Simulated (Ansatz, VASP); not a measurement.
## Two plane-wave programs on Be

```
CELL_PARAMETERS angstrom
3.77163 0.00000 0.00000
0.00000 3.77163 0.00000
0.00000 0.00000 2.29639
ATOMIC_POSITIONS crystal
Be 0.29741 0.29741 0.00000
Be 0.70259 0.70259 0.00000
Be 0.20259 0.79741 0.50000
Be 0.79741 0.20259 0.50000
```

Change from the starting cell: volume scaled by 1.02, PAW files.

Alike in both runs: task electric field gradients; functional PBE; k mesh 9 × 9 × 14; occupations fermi-dirac, width 0.05 eV; no spin polarisation.

|  | VASP | Ansatz |
| --- | --- | --- |
| version | VASP 6.6.1 | Ansatz 0.2.0 |
| potentials or method | VASP PAW PBE potentials, release 64 (Be) | PAW with Ansatz's default frozen-core files, scalar-relativistic |
| plane-wave cutoff (eV) | 520 | 420 |
| valence electrons in the cell | 8 | 8 |

VASP gave:

```
pressure (GPa)                                                : -2.2
traceless stress, the component that is largest in VASP (GPa) : -1.08
rms of the force components (eV/Å)                            : 0.009
size of Vzz on the site where it differs most (V/Å²)          : 1.7
```

Task: Estimate Ansatz's values.

Result: Pressure (GPa): -2.3; traceless stress, the component that is largest in VASP (GPa): -1.08; rms of the force components (eV/Å): 0.010; size of Vzz on the site where it differs most (V/Å²): 1.4.

Atom by atom the forces differ by 0.001 eV/Å (rms over components). With one functional, cell and mesh, what is left measures potentials, basis and numerics.
